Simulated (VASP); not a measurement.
# Al8SiP7H (a cell with a defect) in VASP: further runs

The runs below take Al8SiP7H (a cell with a defect) through single point, with PBEsol, RPBE+D3(BJ).

Everything below comes from runs of VASP 6.6.1. Logs are shortened: lines on timing, memory, paths and dates and some standing lists are left out, and cuts for length are marked.

## Step 1: The cell of the first run

The cell holds a defect, 17 atoms: a = 7.736 Å, b = 7.736 Å, c = 7.736 Å, α = 60.00°, β = 60.00°, γ = 60.00°.

## Step 2: Single point, PBEsol

INCAR reads:

```
SYSTEM = Al8SiP7H
  PREC = Accurate
  ENCUT = 520
  EDIFF = 1E-7
  ISMEAR = -1
  SIGMA = 0.05
  LREAL = Auto
  LASPH = .TRUE.
  NELM = 100
  ALGO = Normal
  ISIF = 2
  LWAVE = .FALSE.
  LCHARG = .FALSE.
  GGA = PS
  NBANDS = 46
```

KPOINTS reads:

```
Automatic mesh
0
Gamma
  2 2 2
  0.5 0.5 0.5
```

POSCAR reads:

```
Al8SiP7H
1.0
    0.0000000000      5.4700000000      5.4700000000
    5.4700000000      0.0000000000      5.4700000000
    5.4700000000      5.4700000000      0.0000000000
Al P Si H
8 7 1 1
Direct
    0.0036300000      0.0016840000      0.9948550000
    0.5000680000      0.5036250000      0.5005050000
    0.9902910000      0.0096810000      0.5029990000
    0.4886430000      0.4894960000      0.0346770000
    0.0052600000      0.4990570000      0.9974640000
    0.5071360000      0.9960570000      0.4990470000
    0.5003400000      0.9967940000      0.0029820000
    0.9971890000      0.4989270000      0.5009280000
    0.1300090000      0.1254440000      0.1205860000
    0.1219780000      0.1220360000      0.6267980000
    0.6220660000      0.6270070000      0.1254410000
    0.1177740000      0.6212390000      0.1340020000
    0.6277370000      0.1252500000      0.6232120000
    0.6196810000      0.1241080000      0.1309470000
    0.1254600000      0.6244790000      0.6238670000
    0.6325760000      0.6393770000      0.5879720000
    0.5570500000      0.5670740000      0.8138780000
```

Potentials or basis: VASP PAW PBE potentials, release 64 (Al, P, Si, H).

Started as:

```
$ cat potpaw_PBE.64/Al/POTCAR potpaw_PBE.64/P/POTCAR potpaw_PBE.64/Si/POTCAR potpaw_PBE.64/H/POTCAR > POTCAR
$ mpirun -np 1 vasp_std > vasp.out
```

OUTCAR:

```text
SYSTEM = Al8SiP7H
   PREC = Accurate
   ENCUT = 520
   EDIFF = 1E-7
   ISMEAR = -1
   LREAL = Auto
   LASPH = .TRUE.
   NELM = 100
   ISIF = 2
   GGA = PS

 ion  position               nearest neighbor table
   1  0.004  0.002  0.995-  10 2.33   9 2.37  12 2.40  14 2.43
   2  0.500  0.504  0.501-  16 2.26  15 2.37  11 2.37  13 2.39
   3  0.990  0.010  0.503-  13 2.29  10 2.32   9 2.42  15 2.43
   4  0.489  0.489  0.035-  17 1.40  11 2.29  14 2.31  12 2.35  16 2.82
   5  0.005  0.499  0.997-  12 2.35   9 2.36  15 2.36  11 2.42
   6  0.507  0.996  0.499-  16 2.26  14 2.33  13 2.36  10 2.43
   7  0.500  0.997  0.003-  11 2.34   9 2.34  14 2.37  13 2.40
   8  0.997  0.499  0.501-  16 2.31  12 2.32  15 2.38  10 2.38
   9  0.130  0.125  0.121-   7 2.34   5 2.36   1 2.37   3 2.42
  10  0.122  0.122  0.627-   3 2.32   1 2.33   8 2.38   6 2.43
  11  0.622  0.627  0.125-   4 2.29   7 2.34   2 2.37   5 2.42
  12  0.118  0.621  0.134-   8 2.32   5 2.35   4 2.35   1 2.40
  13  0.628  0.125  0.623-   3 2.29   6 2.36   2 2.39   7 2.40
  14  0.620  0.124  0.131-   4 2.31   6 2.33   7 2.37   1 2.43
  15  0.125  0.624  0.624-   5 2.36   2 2.37   8 2.38   3 2.43
  16  0.633  0.639  0.588-  17 1.43   2 2.26   6 2.26   8 2.31   4 2.82
  17  0.557  0.567  0.814-   4 1.40  16 1.43

  LATTYP: Found a face centered cubic cell.
 ALAT       =    10.9400000000

  Lattice vectors:

 A1 = (   0.0000000000,   5.4700000000,   5.4700000000)
 A2 = (   5.4700000000,   0.0000000000,   5.4700000000)
 A3 = (   5.4700000000,   5.4700000000,   0.0000000000)

Analysis of symmetry for initial positions (statically):
=====================================================================
 Subroutine PRICEL returns:
 Original cell was already a primitive cell.

 Routine SETGRP: Setting up the symmetry group for a
 face centered cubic supercell.

 Subroutine GETGRP returns: Found  1 space group operations
 (whereof  1 operations were pure point group operations)
 out of a pool of 48 trial point group operations.

The static configuration has the point symmetry C_1 .

Analysis of symmetry for dynamics (positions and initial velocities):
=====================================================================
 Subroutine PRICEL returns:
 Original cell was already a primitive cell.

 Routine SETGRP: Setting up the symmetry group for a
 face centered cubic supercell.
[... 127 lines left out ...]
   LREAL  =      T    real-space projection
   EDIFFG = 0.1E-05   stopping-criterion for IOM
   NSW    =      0    number of steps for IOM
   IBRION =     -1    ionic relax: 0-MD 1-quasi-New 2-CG
   NFREE  =      0    steps in history (QN), initial steepest desc. (CG)
   ISIF   =      2    stress and relaxation
   ISYM   =      2    0-nonsym 1-usesym 2-fastsym
   POTIM  = 0.5000    time-step for ionic-motion
   TEBEG  =    0.0;   TEEND  =   0.0 temperature during run
   PSTRESS=    0.0 pullay stress
   NELECT =      64.0000    total number of electrons
   NUPDOWN=      -1.0000    fix difference up-down
   EMIN   =  10.00;   EMAX   =-10.00  energy-range for DOS
   EFERMI =   0.00;   METHOD = LEGACY
   ISMEAR =    -1;   SIGMA  =   0.05  broadening in eV -4-tet -1-fermi 0-gaus
   EFERMI_NEDOS =   21; number of points for ismear=-14 and -15
   IALGO  =     38    algorithm
   IMIX   =      4    mixing-type and parameters
     AMIX     =   0.40;   BMIX     =  1.00
     AMIX_MAG =   1.60;   BMIX_MAG =  1.00
  volume/ion in A,a.u.               =      19.25       129.94
  Fermi-wavevector in a.u.,A,eV,Ry     =   0.950176  1.795573 12.283814  0.902835
  Thomas-Fermi vector in A             =   2.078528
   LORBIT       =      0    0 simple, 1 ext, 2 COOP (PROOUT), +10 PAW based schemes
   GGA     = PS    functional components
   LHFCALC =     F    Hartree Fock is set to
   AEXX    =    0.0000 exact exchange contribution
   IVDW    =     0    specifies the selected vdW correction
   LEPSILON=     F    determine dielectric tensor
   LRPA    =     F    only Hartree local field effects (RPA)
 non-spin polarized calculation
  energy-cutoff  :      520.00
  volume of cell :      327.33
 maximum number of plane-waves:      8828
 NGX is ok and might be reduce to    60
   NGX = 29   NGY = 29   NGZ = 29

 number of electron      63.9999999 magnetization

 Free energy of the ion-electron system (eV)
  ---------------------------------------------------
  ext. energy  EPLUGINS =         0.00000000
  ---------------------------------------------------
  free energy    TOTEN  =       -87.72788592 eV

  energy without entropy =      -87.72788577  energy(sigma->0) =      -87.72788585

 E-fermi :   5.5482     XC(G=0):  -9.3648

 val. band max:        4.8112286821   @ k =   0.0000   0.0000  -0.2500
 cond. band min:       6.3048843548   @ k =   0.0000   0.2500   0.0000
 fundamental gap:      1.4936556727
 Fermi energy:         5.5482425109

 k-point     1 :       0.2500    0.2500    0.2500
  band No.  band energies     occupation
      1      -6.8234      2.00000
      2      -5.6966      2.00000
      3      -5.3303      2.00000
      4      -5.2727      2.00000
      5      -5.0464      2.00000
      6      -4.8001      2.00000
[... 741 lines left out ...]
     43       9.2379      0.00000
     44       9.3412      0.00000
 [bands above 44 left out]

------------------------ aborting loop because EDIFF is reached ----------------------------------------

  FORCE on cell =-STRESS in cart. coord.  units (eV):
  Direction    XX          YY          ZZ          XY          YZ          ZX
  --------------------------------------------------------------------------------------
  -------------------------------------------------------------------------------------
  Total        9.1547904      9.1753138      9.4127430      2.8440875     -1.4990432     -0.6815305
  in kB       44.8091815     44.9096358     46.0717608     13.9207158     -7.3372404     -3.3358301
  external PRESSURE =      45.2635261 kB  Pullay stress =       0.0000000 kB

 VOLUME and BASIS-vectors are now :
 -----------------------------------------------------------------------------
  energy-cutoff  :      520.00
  volume of cell :      327.33
      direct lattice vectors                 reciprocal lattice vectors
     0.000000000  5.470000000  5.470000000    -0.091407678  0.091407678  0.091407678
     5.470000000  0.000000000  5.470000000     0.091407678 -0.091407678  0.091407678
     5.470000000  5.470000000  0.000000000     0.091407678  0.091407678 -0.091407678

 POSITION                                       TOTAL-FORCE (eV/Angst)
 -----------------------------------------------------------------------------------
      5.45107      5.46171      0.02907         0.295633      0.116071     -0.335625
      5.49259      5.47313      5.49020        -0.879611     -0.846629     -1.397635
      2.80436      8.16830      5.46985        -0.984901      0.350802      0.062414
      2.86723      2.86256      5.35042         2.335572      2.172814     -2.640066
      8.18597      5.48490      2.75861        -0.114701     -0.305674     -0.208704
      8.17822      5.50382      8.22247         1.519920     -0.877484      0.416930
[... 9 lines left out ...]
      6.71360      6.67640      6.95758        -0.782173     -0.002519      0.847377
      7.55381      7.49898      6.14896        -1.236521     -1.435419      1.298735
 -----------------------------------------------------------------------------------
    total drift:                               -0.001832     -0.003538      0.003352

  FREE ENERGIE OF THE ION-ELECTRON SYSTEM (eV)
  ---------------------------------------------------
  free  energy   TOTEN  =       -87.7278859245 eV

  energy  without entropy=      -87.7278857704  energy(sigma->0) =      -87.72788585
```

OSZICAR:

```text
N       E                     dE             d eps       ncg     rms          rms(c)
DAV:   1     0.181328308027E+03    0.18133E+03   -0.23957E+04  1472   0.113E+03
DAV:   2    -0.724260969691E+02   -0.25375E+03   -0.23720E+03  1842   0.172E+02
DAV:   3    -0.907151287350E+02   -0.18289E+02   -0.18099E+02  1880   0.456E+01
DAV:   4    -0.911026167616E+02   -0.38749E+00   -0.38644E+00  1804   0.790E+00
DAV:   5    -0.911144986911E+02   -0.11882E-01   -0.11872E-01  1944   0.134E+00    0.133E+01
DAV:   6    -0.883522562261E+02    0.27622E+01   -0.39702E+00  1658   0.547E+00    0.830E+00
DAV:   7    -0.877340175501E+02    0.61824E+00   -0.22765E+00  1768   0.474E+00    0.301E+00
DAV:   8    -0.877275252003E+02    0.64923E-02   -0.29248E-01  1786   0.188E+00    0.617E-01
DAV:   9    -0.877276350574E+02   -0.10986E-03   -0.10372E-02  1776   0.403E-01    0.350E-01
DAV:  10    -0.877277037073E+02   -0.68650E-04   -0.27791E-03  1714   0.211E-01    0.138E-01
DAV:  11    -0.877278930040E+02   -0.18930E-03   -0.85894E-04  1888   0.110E-01    0.538E-02
DAV:  12    -0.877278720604E+02    0.20944E-04   -0.48277E-05  1720   0.330E-02    0.312E-02
DAV:  13    -0.877278865864E+02   -0.14526E-04   -0.55043E-05  1752   0.273E-02    0.709E-03
DAV:  14    -0.877278856178E+02    0.96864E-06   -0.41491E-06  1680   0.916E-03    0.402E-03
DAV:  15    -0.877278859306E+02   -0.31281E-06   -0.16027E-06  1832   0.406E-03    0.161E-03
DAV:  16    -0.877278859245E+02    0.61459E-08   -0.47604E-08  1024   0.886E-04
   1 F= -.87727886E+02 E0= -.87727886E+02  d E =-.154090E-06
```

Wall time 6.1 min (1 thread of Intel Xeon Platinum 8259CL at 2.50GHz (Skylake/Cascade Lake), shared host); peak memory 0.57 GiB.

Results:

```yaml
Free_energy: -87.7279 eV
Pressure: 4.5 GPa
Largest_force: 4.141 eV/Å
Band_gap_on_the_k_mesh: 1.49 eV
```

Forces in eV/Å, atoms in the order of the input:
```
Al   0.296  0.116 -0.336
Al  -0.880 -0.847 -1.398
Al  -0.985  0.351  0.062
Al   2.336  2.173 -2.640
Al  -0.115 -0.306 -0.209
Al   1.520 -0.877  0.417
Al  -0.050 -0.318  0.327
Al  -0.197  1.172  0.266
P    0.286 -0.010 -0.406
P   -0.071  0.205  0.641
P   -0.132  0.548  0.371
P   -0.101 -0.328  0.596
P    0.554 -0.320 -0.363
P   -0.608  0.140  0.388
P    0.168 -0.260  0.137
Si  -0.782 -0.003  0.847
H   -1.237 -1.435  1.299
```

Levels at points of the mesh, in eV from the valence-band top:
| k point | band 28 | band 29 | band 30 | band 31 | band 32 | band 33 | band 34 | band 35 | band 36 | band 37 |
| --- | --- | --- | --- | --- | --- | --- | --- | --- | --- | --- |
| (0.25, 0.25, 0.25) | -1.15 | -0.94 | -0.77 | -0.46 | -0.04 | 1.55 | 1.62 | 1.69 | 2.28 | 2.65 |

Caveat: the PAW data sets were made with another functional, which shifts forces and pressure a little.

## Step 3: Single point, PBEsol

INCAR reads:

```
ALGO = Normal
EDIFF = 1E-6
ENCUT = 520
GGA = PS
ISIF = 2
ISMEAR = -5
LASPH = T
LCHARG = F
LREAL = Auto
LWAVE = F
NBANDS = 46
NELM = 100
PREC = Accurate
SIGMA = 0.05
```

KPOINTS is that of step 2.

POSCAR is that of step 2.

Potentials or basis: VASP PAW PBE potentials, release 64 (Al, P, Si, H).

Started as:

```
$ cat potpaw_PBE.64/Al/POTCAR potpaw_PBE.64/P/POTCAR potpaw_PBE.64/Si/POTCAR potpaw_PBE.64/H/POTCAR > POTCAR
$ mpirun -np 1 vasp_std > vasp.out
```

Wall time 4.8 min (1 thread of Intel Xeon Platinum 8259CL at 2.50GHz (Skylake/Cascade Lake), shared host); peak memory 0.57 GiB.

The run converged. Its results:

- Free energy: -87.7279 eV
- Pressure: 4.5 GPa
- Largest force: 4.141 eV/Å
- Band gap on the k mesh: 1.49 eV

Forces on the atoms (eV/Å):
```
Al   0.296  0.116 -0.336
Al  -0.880 -0.847 -1.398
Al  -0.985  0.351  0.062
Al   2.336  2.173 -2.640
Al  -0.115 -0.306 -0.209
Al   1.520 -0.877  0.417
Al  -0.050 -0.318  0.327
Al  -0.197  1.172  0.266
P    0.286 -0.010 -0.406
P   -0.072  0.205  0.641
P   -0.132  0.548  0.371
P   -0.101 -0.328  0.596
P    0.554 -0.320 -0.363
P   -0.608  0.140  0.388
P    0.168 -0.260  0.137
Si  -0.783 -0.003  0.848
H   -1.236 -1.435  1.299
```

Stress tensor (GPa, compression positive):
```
 4.48  1.39 -0.33
 1.39  4.49 -0.73
-0.33 -0.73  4.61
```

Levels at points of the mesh, in eV from the valence-band top:
```tsv
k point	band 30	band 31	band 32	band 33	band 34	band 35
(0.25, 0.25, 0.25)	-0.77	-0.46	-0.04	1.55	1.62	1.69
```

Caveat: the PAW data sets were made with another functional, which shifts forces and pressure a little.

## Step 4: Single point, RPBE+D3(BJ)

INCAR reads:

```
PREC     = Accurate       # precision mode
ENCUT    = 520            # plane-wave cutoff, eV
EDIFF    = 1E-7           # SCF threshold, eV
ISMEAR   = -1             # smearing method
SIGMA    = 0.05           # smearing width, eV
LREAL    = Auto         
LASPH    = T              # aspherical terms in the spheres
NELM     = 80             # most SCF steps
ALGO     = Normal         # electronic algorithm
ISIF     = 2              # what is computed and relaxed
LWAVE    = F              # write WAVECAR
LCHARG   = F              # write CHGCAR
GGA      = RP             # functional
IVDW     = 12             # dispersion correction
NBANDS   = 46             # bands
```

KPOINTS is that of step 3.

POSCAR is that of step 3.

Started as:

```
$ cat potpaw_PBE.64/Al/POTCAR potpaw_PBE.64/P/POTCAR potpaw_PBE.64/Si/POTCAR potpaw_PBE.64/H/POTCAR > POTCAR
$ mpirun -np 1 vasp_std > vasp.out
```

Run time: 6.1 min. Hardware: 1 thread of Intel Xeon Platinum 8259CL at 2.50GHz (Skylake/Cascade Lake), shared host; peak memory 0.57 GiB.

It converged, with:

```yaml
Free_energy: -97.6510 eV
Pressure: -2.9 GPa
Largest_force: 4.104 eV/Å
Band_gap_on_the_k_mesh: 1.68 eV
Dispersion_energy_per_atom: -1.135 eV
```

Forces in eV/Å, atoms in the order of the input:
```
Al   0.317  0.125 -0.383
Al  -0.949 -0.892 -1.418
Al  -1.027  0.355  0.072
Al   2.321  2.124 -2.635
Al  -0.090 -0.307 -0.234
Al   1.559 -0.934  0.447
Al  -0.053 -0.311  0.342
Al  -0.233  1.189  0.276
P    0.310  0.002 -0.427
P   -0.093  0.208  0.693
P   -0.115  0.606  0.384
P   -0.086 -0.335  0.604
P    0.588 -0.342 -0.379
P   -0.637  0.169  0.381
P    0.176 -0.284  0.160
Si  -0.744  0.069  0.813
H   -1.245 -1.442  1.303
```

Stress tensor (GPa, compression positive):
```
-2.95  1.38 -0.24
 1.38 -2.94 -0.66
-0.24 -0.66 -2.81
```

Levels at points of the mesh, in eV from the valence-band top:
```csv
k point,band 28,band 29,band 30,band 31,band 32,band 33,band 34,band 35,band 36,band 37
"(0.25, 0.25, 0.25)",-1.15,-0.93,-0.77,-0.47,-0.04,1.73,1.81,1.88,2.42,2.81
```

Caveat: the PAW data sets were made with another functional, which shifts forces and pressure a little.

## Step 5: Single point, PBEsol

INCAR reads:

```
SYSTEM = Al8SiP7H
ALGO = Normal ; EDIFF = 1E-6
ENCUT = 520 ; GGA = PS
ISIF = 2 ; ISMEAR = 0
LASPH = .TRUE. ; LCHARG = .FALSE.
LREAL = Auto ; LWAVE = .FALSE.
NBANDS = 46 ; NELM = 60
PREC = Accurate ; SIGMA = 0.05
```

KPOINTS is that of step 4.

POSCAR is that of step 4.

Started as:

```
$ cat potpaw_PBE.64/Al/POTCAR potpaw_PBE.64/P/POTCAR potpaw_PBE.64/Si/POTCAR potpaw_PBE.64/H/POTCAR > POTCAR
$ mpirun -np 1 vasp_std > vasp.out
```

Wall time 5.1 min (1 thread of Intel Xeon Platinum 8259CL at 2.50GHz (Skylake/Cascade Lake), shared host); peak memory 0.56 GiB.

It converged, with:

* Free energy: -87.7279 eV
* Pressure: 4.5 GPa
* Largest force: 4.141 eV/Å
* Band gap on the k mesh: 1.49 eV

Forces on the atoms (eV/Å):
```
Al   0.296  0.116 -0.336
Al  -0.880 -0.847 -1.398
Al  -0.985  0.351  0.062
Al   2.336  2.173 -2.640
Al  -0.115 -0.306 -0.209
Al   1.520 -0.877  0.417
Al  -0.050 -0.318  0.327
Al  -0.197  1.172  0.266
P    0.286 -0.010 -0.406
P   -0.072  0.205  0.641
P   -0.132  0.548  0.371
P   -0.101 -0.328  0.596
P    0.554 -0.320 -0.363
P   -0.608  0.140  0.388
P    0.168 -0.260  0.137
Si  -0.783 -0.003  0.848
H   -1.236 -1.435  1.299
```

Stress tensor (GPa, compression positive):
```
 4.48  1.39 -0.33
 1.39  4.49 -0.73
-0.33 -0.73  4.61
```

Levels at points of the mesh, in eV from the valence-band top:
```tsv
k point	band 29	band 30	band 31	band 32	band 33	band 34	band 35	band 36
(0.25, 0.25, 0.25)	-0.94	-0.77	-0.46	-0.04	1.55	1.62	1.69	2.28
```

Caveat: the PAW data sets were made with another functional, which shifts forces and pressure a little.

## Step 6: The runs side by side

| level | smearing | gap on the mesh (eV) | pressure (GPa) | largest force (eV/Å) |
| --- | --- | --- | --- | --- |
| PBEsol | fermi-dirac 0.05 eV | 1.49 | 4.5 | 4.14 |
| PBEsol | tetrahedron | 1.49 | 4.5 | 4.14 |
| RPBE+D3(BJ) | fermi-dirac 0.05 eV | 1.68 | -2.9 | 4.10 |
| PBEsol | gaussian 0.05 eV | 1.49 | 4.5 | 4.14 |

Alike in all rows: task single point; potentials or basis VASP PAW PBE potentials, release 64 (Al, P, Si, H); no spin polarisation; cell as given; k mesh 2 × 2 × 2, shifted; cutoff (eV) 520.

On the cell as given the gap runs from 1.49 eV (PBEsol) to 1.68 eV (RPBE+D3(BJ)). The pressure there spans -2.9 GPa (RPBE+D3(BJ)) to 4.5 GPa (PBEsol); a positive pressure means that this level wants a larger cell, a negative one a smaller.

Caveats: the PAW data sets were made with another functional, which shifts forces and pressure a little.

Absolute energies hang on the potentials; compare differences alone.
